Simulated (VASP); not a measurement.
Set up this calculation in VASP 6.6.1, as the native input.

| Property | Result |
| --- | --- |
| Task | single point |
| Functional | PBE |
| Potentials or basis | VASP PAW PBE potentials, release 64 (Si, N) |
| Cutoff | 520 eV |
| k mesh | 26 × 26 × 26 |
| Occupations | gaussian, width 0.1 eV |
| Spin | no spin polarisation |
| Dipole correction | no |
| Further INCAR settings | ALGO = Normal; EDIFF = 1e-06; NBANDS = 12 |

The structure of SiN lies in POSCAR:

```
SiN
1.0
   -1.4731769320      1.4731769320      2.3021577738
    1.4731769320     -1.4731769320      2.3021577738
    1.4731769320      1.4731769320     -2.3021577738
Si N
1 1
Direct
    0.0102531969      0.0102531969      0.0000000000
    0.4177468031      0.4177468031      0.0000000000
```

The cell was generated, and may not be a known phase.

The input as run:

INCAR

```
SYSTEM = SiN
  ALGO = Normal
  EDIFF = 1E-6
  ENCUT = 520
  GGA = PE
  ISIF = 2
  ISMEAR = 0
  LASPH = .TRUE.
  LCHARG = .FALSE.
  LREAL = .FALSE.
  LWAVE = .FALSE.
  NBANDS = 12
  NELM = 60
  PREC = Accurate
  SIGMA = 0.1
```

KPOINTS

```
k-points
0
G
  26 26 26
  0 0 0
```

Potentials or basis: VASP PAW PBE potentials, release 64 (Si, N).

Command:

```sh
$ cat potpaw_PBE.64/Si/POTCAR potpaw_PBE.64/N/POTCAR > POTCAR
$ mpirun -np 1 vasp_std > vasp.out
```

Results of the run:

```json
{
  "Pressure": "-0.1 GPa",
  "Largest force": "0.006 eV/Å",
  "Band gap on the k mesh": "zero (an odd number of electrons rules out a gap without spin polarisation)"
}
```

It took 3.9 min on 1 thread of Intel Xeon 8259CL (shared host), peak memory 0.39 GiB.
